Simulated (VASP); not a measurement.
NaH:

```xyz
2
Lattice="0.0000 2.3975 2.3975 2.3975 0.0000 2.3975 2.3975 2.3975 0.0000" Properties=species:S:1:pos:R:3 pbc="T T T"
Na    0.0000    0.0000    0.0000
H     2.3975    2.3975    2.3975
```

Base run:

```yaml
Program: VASP 6.6.1
Functional: HSE06
Potentials_or_basis: VASP PAW PBE potentials, release 64 (Na_pv, H)
Cutoff: 520 eV
k_mesh: 6 × 6 × 6
Occupations: gaussian, width 0.01 eV
Spin: no spin polarisation
```

Its results: band gap on the k mesh 4.89 eV (least direct gap 5.81 eV); pressure 0.2 GPa.

**Question.** After a change of settings the same cell gave: band gap on the k mesh 11.76 eV (least direct gap 12.78 eV); pressure 2.0 GPa. Which change was it?
A. functional from HSE06 to HF; share of exact exchange from 0.25 to 1
B. functional from HSE06 to r2SCANh; share of exact exchange from 0.25 to 0.1
C. functional from HSE06 to PBE0; further incar settings from ALGO = Normal; EDIFF = 1e-06; NBANDS = 11 to ALGO = Normal; EDIFF = 1e-07; NBANDS = 11

**Answer.** A.

Caveats: the PAW data sets were made with another functional, which shifts forces and pressure a little.
